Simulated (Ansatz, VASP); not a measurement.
## TeO5 in VASP and in Ansatz

The input INCAR:

```
SYSTEM = TeO5
PREC = Accurate
ENCUT = 600
EDIFF = 1E-6
ISMEAR = 0
SIGMA = 0.1
LREAL = .False.
LASPH = .True.
NELM = 80
ALGO = Normal
ISIF = 3
LWAVE = .False.
LCHARG = .False.
GGA = PE
IBRION = 2
NSW = 90
EDIFFG = -0.04
```

Contents of KPOINTS:

```
regular mesh
0
Gamma
  6 6 2
  0 0 0
```

POSCAR

```
TeO5
1.0
    2.7148231900      0.0000000000      0.0000000000
    0.0000000000      2.7148231900      0.0000000000
    0.0000000000      0.0000000000     11.4999036200
Te O
1 5
Direct
    0.5000000000      0.5000000000      0.0000000000
    0.5000000000      0.5000000000      0.3344822800
    0.5000000000      0.5000000000      0.6655177200
    0.0000000000      0.0000000000      0.1759868000
    0.0000000000      0.0000000000      0.8240132000
    0.0000000000      0.0000000000      0.5000000000
```

Input for Ansatz:

```yaml
crystal:
  lattice:
    - [2.71482319, 0.0, 0.0]
    - [0.0, 2.71482319, 0.0]
    - [0.0, 0.0, 11.49990362]
  atoms:
    - { symbol: Te, position: [0.5, 0.5, 0.0] }
    - { symbol: O, position: [0.5, 0.5, 0.33448228] }
    - { symbol: O, position: [0.5, 0.5, 0.66551772] }
    - { symbol: O, position: [0.0, 0.0, 0.1759868] }
    - { symbol: O, position: [0.0, 0.0, 0.8240132] }
    - { symbol: O, position: [0.0, 0.0, 0.5] }
basis:
  ecutwfc: 420
kpoints:
  mp_grid: { grid: [6, 6, 2] }
hamiltonian:
  xc: pbe
scf:
  occupations: { method: gaussian, width: 0.1 }
  lower_state_search: "off"
output:
  forces: true
  stress: true
  eigenvalues: true
relax:
  adjacent_minimum: "off"
  f_tol: 0.04
  max_steps: 70
  cell: { stress_tol: 0.4 }
```

Change from the starting cell: species swapped into the Hf5Pb type (P4/mmm, No. 123).

Alike in both runs: task relaxation of cell and atoms; functional PBE; k mesh 6 × 6 × 2; occupations gaussian, width 0.1 eV; no spin polarisation.

|  | VASP | Ansatz |
| --- | --- | --- |
| version | VASP 6.6.1 | Ansatz 0.2.0 |
| potentials or method | VASP PAW PBE potentials, release 64 (Te, O), cutoff 600 eV | scalar-relativistic, plane waves, PAW |
| valence electrons in the cell | 36 | 46 |

|  | VASP | Ansatz | Ansatz less VASP |
| --- | --- | --- | --- |
| gap on the k mesh at the Fermi level, each at its own relaxed structure (eV) | none | none | - |
| relaxed volume (Å³/atom) | 10.84 | 16.07 | +5.230 |
| relaxed length of the cell vector where the two differ most in proportion (Å) | 5.292 | 10.646 | +5.3534 |

A gap of «none» marks a metal or a gap that the smearing closes. One of these differences is far larger than is usual between the two programs; its cause wasn't traced. VASP's potentials hold 36 valence electrons a cell and Ansatz's 46, so a difference there can come from the potentials and not from the codes.

The k mesh is coarse, so the values compare programs but aren't converged. Spin-orbit coupling is off throughout. Noted on VASP's run: the volume moved by over 15 % at a fixed basis, so the end points are rough.
